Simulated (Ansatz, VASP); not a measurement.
# Ta in VASP and in Ansatz

```
Ta
1.0
     2.79199    0.00000    0.00000
    -1.39599    2.41793    0.00000
     0.00000    0.00000    5.28319
Ta
2
Direct
  0.66667 0.33333 0.76161
  0.33333 0.66667 0.23839
```

Alike in both runs: task single point; functional PBEsol; k mesh 15 × 15 × 8; occupations gaussian, width 0.1 eV; no spin polarisation.

|  | VASP | Ansatz |
| --- | --- | --- |
| version | VASP 6.6.1 | Ansatz 0.2.0 |
| potentials or method | VASP PAW PBE potentials, release 64 (Ta_pv), cutoff 520 eV | scalar-relativistic, plane waves, PAW |
| valence electrons in the cell | 22 | 26 |

|  | VASP | Ansatz | Ansatz less VASP |
| --- | --- | --- | --- |
| gap on the k mesh at the Fermi level (eV) | none | none | - |
| pressure (GPa) | 5.9 | 5.7 | -0.21 |
| traceless stress, the component that is largest in VASP (GPa) | -9.39 | -9.32 | +0.065 |
| rms of the force components (eV/Å) | 0.718 | 0.717 | -0.0003 |

VASP's potentials were made for PBE, not for PBEsol. Atom by atom the forces differ by 0.000 eV/Å (rms over components). A gap of «none» marks a metal or a gap that the smearing closes. With one functional, cell and mesh, what is left measures potentials, basis and numerics. VASP's potentials hold 22 valence electrons a cell and Ansatz's 26, so a difference there can come from the potentials and not from the codes.

Neither program's run includes spin-orbit coupling.
